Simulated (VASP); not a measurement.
KCl, 2 atoms in the cell. It takes space group Immm (No. 71, orthorhombic). The conventional cell has a = 4.359 Å, b = 4.536 Å, c = 6.290 Å, α = 90.00°, β = 90.00°, γ = 90.00°. K (site symmetry mmm) has 6 Cl at 3.14 to 3.15 Å within 4.1 Å. Cl (site symmetry mmm) has 6 K at 3.14 to 3.15 Å within 4.1 Å.  This cell differs from its parent crystal: shear xy strain +4.0%.

```yaml
Program: VASP 6.6.1
Task: single point
Functional: PBE
Potentials_or_basis: VASP PAW PBE potentials, release 64 (K_sv, Cl)
Cutoff: 520 eV
k_mesh: 8 × 8 × 8
Occupations: fermi-dirac, width 0.02 eV
Spin: no spin polarisation
Dipole_correction: no
Further_INCAR_settings: ALGO = Normal; EDIFF = 1e-07; NBANDS = 15
```

Potentials or basis: VASP PAW PBE potentials, release 64 (K_sv, Cl).

Command:

```console
$ cat potpaw_PBE.64/K_sv/POTCAR potpaw_PBE.64/Cl/POTCAR > POTCAR
$ mpirun -np 1 vasp_std > vasp.out
```

Hardware: 1 thread of Intel(R) Xeon(R) Platinum 8375C CPU @ 2.90GHz (Ice Lake), on a shared host.

Problem. How long does it take, and how much memory?

Solution. It took 81 s on 1 thread of Intel(R) Xeon(R) Platinum 8375C CPU @ 2.90GHz (Ice Lake) (shared host), peak memory 0.25 GiB. Counts: scf iterations 15, k points 95.
